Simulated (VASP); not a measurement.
# FeNi2 (Fm-3m) in VASP: a series of runs, part 2 of 3

VASP 6.6.1. Earlier steps stand in the parts before.

### Step 4. Relaxation of cell and atoms, PBE, collinear spin, ferromagnetic start

Input file INCAR:

```
PREC = Accurate
ENCUT = 600
EDIFF = 1E-6
ISMEAR = 0
SIGMA = 0.1
LREAL = False
LASPH = True
NELM = 150
ALGO = Fast
ISIF = 3
LWAVE = False
LCHARG = False
ISPIN = 2
MAGMOM = 4 2 2
LORBIT = 11
LMAXMIX = 4
GGA = PE
IBRION = 2
NSW = 90
EDIFFG = -0.04
```

Input file KPOINTS:

```
regular mesh
0
Gamma
  6 6 6
```

Input file POSCAR:

```
FeNi2
1.0
    0.0000000000      2.4816874400      2.4816874400
    2.4816874400      0.0000000000      2.4816874400
    2.4816874400      2.4816874400      0.0000000000
Fe Ni
1 2
Direct
    0.0000000000      0.0000000000      0.0000000000
    0.2500000000      0.2500000000      0.2500000000
    0.7500000000      0.7500000000      0.7500000000
```

Potentials or basis: VASP PAW PBE potentials, release 64 (Fe, Ni).

Run with:

```sh
$ cat potpaw_PBE.64/Fe/POTCAR potpaw_PBE.64/Ni/POTCAR > POTCAR
$ mpirun -np 1 vasp_std > vasp.out
```

OUTCAR:

```text
PREC = Accurate
   ENCUT = 600
   EDIFF = 1E-6
   ISMEAR = 0
   LREAL = False
   LASPH = True
   NELM = 150
   ISIF = 3
   ISPIN = 2
   LORBIT = 11
   GGA = PE
   IBRION = 2
   NSW = 90
   EDIFFG = -0.04

 ion  position               nearest neighbor table
   1  0.000  0.000  0.000-   3 2.15   3 2.15   3 2.15   2 2.15   3 2.15   2 2.15   2 2.15   2 2.15

   2  0.250  0.250  0.250-   1 2.15   1 2.15   1 2.15   1 2.15   3 2.48   3 2.48   3 2.48   3 2.48
                             3 2.48   3 2.48
   3  0.750  0.750  0.750-   1 2.15   1 2.15   1 2.15   1 2.15   2 2.48   2 2.48   2 2.48   2 2.48
                             2 2.48   2 2.48

  LATTYP: Found a face centered cubic cell.
 ALAT       =     4.9633748800

  Lattice vectors:

 A1 = (   0.0000000000,   2.4816874400,   2.4816874400)
 A2 = (   2.4816874400,   0.0000000000,   2.4816874400)
 A3 = (   2.4816874400,   2.4816874400,   0.0000000000)

Analysis of symmetry for initial positions (statically):
=====================================================================
 Subroutine PRICEL returns:
 Original cell was already a primitive cell.

 Routine SETGRP: Setting up the symmetry group for a
 face centered cubic supercell.

 Subroutine GETGRP returns: Found 48 space group operations
 (whereof 48 operations were pure point group operations)
 out of a pool of 48 trial point group operations.

The static configuration has the point symmetry O_h .

Analysis of symmetry for dynamics (positions and initial velocities):
=====================================================================
 Subroutine PRICEL returns:
 Original cell was already a primitive cell.

 Routine SETGRP: Setting up the symmetry group for a
 face centered cubic supercell.

 Subroutine GETGRP returns: Found 48 space group operations
 (whereof 48 operations were pure point group operations)
 out of a pool of 48 trial point group operations.

The dynamic configuration has the point symmetry O_h .

Analysis of structural, dynamic, and magnetic symmetry:
=====================================================================
 Subroutine PRICEL returns:
 Original cell was already a primitive cell.

 Routine SETGRP: Setting up the symmetry group for a
 face centered cubic supercell.

 Subroutine GETGRP returns: Found 48 space group operations
 (whereof 48 operations were pure point group operations)
 out of a pool of 48 trial point group operations.

The overall configuration has the point symmetry O_h .

 Subroutine INISYM returns: Found 48 space group operations
 (whereof 48 operations are pure point group operations),
 and found     1 'primitive' translations

----------------------------------------------------------------------------------------

                                     Primitive cell

  volume of cell :      30.5683

  direct lattice vectors                    reciprocal lattice vectors
     0.000000000  2.481687440  2.481687440    -0.201475815  0.201475815  0.201475815
[... 69 lines left out ...]
 SYSTEM =  unknown system
   PREC   = accura    normal or accurate (medium, high low for compatibility)
   ISTART =      0    job   : 0-new  1-cont  2-samecut
   ICHARG =      2    charge: 1-file 2-atom 10-const
   ISPIN  =      2    spin polarized calculation?
   LNONCOLLINEAR =      F non collinear calculations
   LSORBIT =      F    spin-orbit coupling
   LASPH  =      T    aspherical Exc in radial PAW
   ENCUT  =  600.0 eV  44.10 Ry    6.64 a.u.   7.01  7.01  7.01*2*pi/ulx,y,z
   NELM   =    150;   NELMIN=  2; NELMDL= -5     # of ELM steps
   EDIFF  = 0.1E-05   stopping-criterion for ELM
   LREAL  =      F    real-space projection
   EDIFFG = -.4E-01   stopping-criterion for IOM
   NSW    =     90    number of steps for IOM
   IBRION =      2    ionic relax: 0-MD 1-quasi-New 2-CG
   NFREE  =      1    steps in history (QN), initial steepest desc. (CG)
   ISIF   =      3    stress and relaxation
   ISYM   =      2    0-nonsym 1-usesym 2-fastsym
   POTIM  = 0.5000    time-step for ionic-motion
   TEBEG  =    0.0;   TEEND  =   0.0 temperature during run
   PSTRESS=    0.0 pullay stress
   NELECT =      28.0000    total number of electrons
   NUPDOWN=      -1.0000    fix difference up-down
   EMIN   =  10.00;   EMAX   =-10.00  energy-range for DOS
   EFERMI =   0.00;   METHOD = LEGACY
   ISMEAR =     0;   SIGMA  =   0.10  broadening in eV -4-tet -1-fermi 0-gaus
   EFERMI_NEDOS =   21; number of points for ismear=-14 and -15
   IALGO  =     68    algorithm
   IMIX   =      4    mixing-type and parameters
     AMIX     =   0.40;   BMIX     =  1.00
     AMIX_MAG =   1.60;   BMIX_MAG =  1.00
  volume/ion in A,a.u.               =      10.19        68.76
  Fermi-wavevector in a.u.,A,eV,Ry     =   1.589902  3.004480 34.392660  2.527789
  Thomas-Fermi vector in A             =   2.688680
   LORBIT       =     11    0 simple, 1 ext, 2 COOP (PROOUT), +10 PAW based schemes
   GGA     = PE    functional components
   LHFCALC =     F    Hartree Fock is set to
   AEXX    =    0.0000 exact exchange contribution
   IVDW    =     0    specifies the selected vdW correction
   LEPSILON=     F    determine dielectric tensor
   LRPA    =     F    only Hartree local field effects (RPA)
 conjugate gradient relaxation of ions
 spin polarized calculation
 RMM-DIIS sequential band-by-band and
 Gauss-broadening in eV      SIGMA  =   0.10
  energy-cutoff  :      600.00
  volume of cell :       30.57
 maximum number of plane-waves:      1034
   NGX = 13   NGY = 13   NGZ = 13

--------------------------------------- Ionic step        1  -------------------------------------------

 number of electron      28.0000012 magnetization       3.8601187

 Free energy of the ion-electron system (eV)
  ---------------------------------------------------
  ext. energy  EPLUGINS =         0.00000000
  ---------------------------------------------------
  free energy    TOTEN  =       -16.53873470 eV

  energy without entropy =      -16.53677814  energy(sigma->0) =      -16.53775642

------------------------ aborting loop because EDIFF is reached ----------------------------------------

  FORCE on cell =-STRESS in cart. coord.  units (eV):
  Direction    XX          YY          ZZ          XY          YZ          ZX
  --------------------------------------------------------------------------------------
  -------------------------------------------------------------------------------------
  Total       13.1776677     13.1776677     13.1776677     -0.0000000     -0.0000000      0.0000000
  in kB      690.6816061    690.6816061    690.6816061     -0.0000000     -0.0000000      0.0000000
  external PRESSURE =     690.6816061 kB  Pullay stress =       0.0000000 kB
[... 24 lines left out ...]
--------------------------------------- Ionic step        2  -------------------------------------------

 number of electron      27.9999978 magnetization       4.5269952

 E-fermi :   3.3852     XC(G=0): -10.3991

 val. band max:        3.3339735686   @ k =  -0.1667   0.1667   0.0000
 cond. band min:       3.3880419065   @ k =   0.5000   0.5000   0.0000
 fundamental gap:      0.0540683379
 Fermi energy:         3.3852104376

 spin component 1

 k-point     1 :       0.0000    0.0000    0.0000
  band No.  band energies     occupation
      1      -2.9013      1.00000
      2      -0.0370      1.00000
      3      -0.0370      1.00000
      4       0.2946      1.00000
      5       0.2946      1.00000
      6       0.2946      1.00000
[... 902 lines left out ...]
--------------------------------------- Ionic step        5  -------------------------------------------

 number of electron      28.0000001 magnetization       4.0772172

 Free energy of the ion-electron system (eV)
  ---------------------------------------------------
  ext. energy  EPLUGINS =         0.00000000
  ---------------------------------------------------
  free energy    TOTEN  =       -18.05289911 eV

  energy without entropy =      -18.04462588  energy(sigma->0) =      -18.04876249

 E-fermi :   6.2630     XC(G=0): -12.0195

 val. band max:        6.2129308193   @ k =   0.0000   0.0000   0.0000
 cond. band min:       6.2898683439   @ k =   0.5000   0.0000   0.0000
 fundamental gap:      0.0769375246
 Fermi energy:         6.2629958736

 spin component 1

 k-point     1 :       0.0000    0.0000    0.0000
  band No.  band energies     occupation
      1      -1.6006      1.00000
      2       1.9323      1.00000
      3       1.9323      1.00000
      4       2.8290      1.00000
      5       2.8290      1.00000
      6       2.8290      1.00000
[... 822 lines left out ...]
  FREE ENERGIE OF THE ION-ELECTRON SYSTEM (eV)
  ---------------------------------------------------
  free  energy   TOTEN  =       -18.0528991114 eV

  energy  without entropy=      -18.0446258760  energy(sigma->0) =      -18.04876249

 reached required accuracy - stopping structural energy minimisation

 total charge

# of ion       s       p       d       tot
------------------------------------------
    1        0.535   0.514   6.195   7.244
    2        0.515   0.413   8.317   9.245
    3        0.515   0.413   8.317   9.245
--------------------------------------------------
tot          1.566   1.339  22.830  25.735

 magnetization (x)

# of ion       s       p       d       tot
------------------------------------------
    1        0.004  -0.024   2.740   2.720
    2       -0.022  -0.040   0.760   0.699
    3       -0.022  -0.040   0.760   0.699
--------------------------------------------------
tot         -0.040  -0.103   4.261   4.117
```

CONTCAR:

```text
FeNi2
   1.00000000000000
    -0.0000000000000000    2.7060414787567586    2.7060414787567586
     2.7060414787567586   -0.0000000000000000    2.7060414787567586
     2.7060414787567586    2.7060414787567586    0.0000000000000000
  Fe              Ni
     1     2
Direct
     0.0000000000000000    0.0000000000000000    0.0000000000000000
     0.2500000000000000    0.2500000000000000    0.2500000000000000
     0.7500000000000000    0.7500000000000000    0.7500000000000000

  0.00000000E+00  0.00000000E+00  0.00000000E+00
  0.00000000E+00  0.00000000E+00  0.00000000E+00
  0.00000000E+00  0.00000000E+00  0.00000000E+00
```

Wall time 2.5 min (1 thread of Intel Xeon Platinum 8488C (Sapphire Rapids), shared host); peak memory 0.19 GiB.

Results:

* Free energy: -18.0529 eV
* Relaxed volume: 13.21 Å³/atom
* Relaxed cell: a = 3.827 Å, b = 3.827 Å, c = 3.827 Å, α = 60.00°, β = 60.00°, γ = 60.00°
* Space group after relaxing (to 0.05 Å): Fm-3m (No. 225)
* Energy gained by relaxing: 504.7 meV/atom
* Ionic steps: 5
* Pressure after relaxing: -0.1 GPa
* Net moment: 4.08 μB per cell
* Site moments: Fe +2.72; Ni +0.70 μB
* Valence electrons inside the program's atomic spheres: Fe 7.24; Ni 9.24

Step by step:
| step | energy change (eV) | largest force (eV/Å) | pressure (GPa) | volume (Å³) |
| --- | --- | --- | --- | --- |
| 1 | 0.0000 | 0.0000 | 69.07 | 30.57 |
| 2 | -0.2073 | 0.0000 | -21.05 | 54.41 |
| 3 | -1.5106 | 0.0000 | -1.98 | 40.21 |
| 4 | -1.5137 | 0.0000 | -0.63 | 39.83 |
| 5 | -1.5142 | 0.0000 | -0.08 | 39.63 |

Final structure:
```xyz
3
Lattice="0.0000 2.7060 2.7060 2.7060 0.0000 2.7060 2.7060 2.7060 0.0000" Properties=species:S:1:pos:R:3 pbc="T T T"
Fe    0.0000    0.0000    0.0000
Ni    1.3530    1.3530    1.3530
Ni    4.0591    4.0591    4.0591
```

Levels at points of the mesh, in eV from the Fermi level:
Spin up:
| k point | band 14 | band 15 | band 16 | band 17 | band 18 | band 19 |
| --- | --- | --- | --- | --- | --- | --- |
| (0.00, 0.00, 0.00) | -1.02 | -1.02 | -1.02 | 8.56 | 8.56 | 8.56 |
| (0.50, 0.00, 0.00) | -1.42 | -0.85 | -0.85 | 0.03 | 6.77 | 6.77 |
| (0.50, 0.50, 0.00) | -0.66 | -0.66 | -0.15 | 0.31 | 1.89 | 1.89 |
Spin down:
```
           k point  band 10  band 11  band 12  band 13  band 14  band 15
(0.00, 0.00, 0.00)    -0.05    -0.05     0.05     0.05     0.05     1.21
(0.50, 0.00, 0.00)    -1.27    -1.27    -1.11     0.61     0.61     1.11
(0.50, 0.50, 0.00)    -0.68    -0.08     0.26     0.37     1.07     1.07
```

Caveat: the k points lie up to 0.34 Å⁻¹ apart in the final cell; the volume moved by over 15 % at a fixed basis, so the end points are rough.

(Part 2 of 3 ends here.)
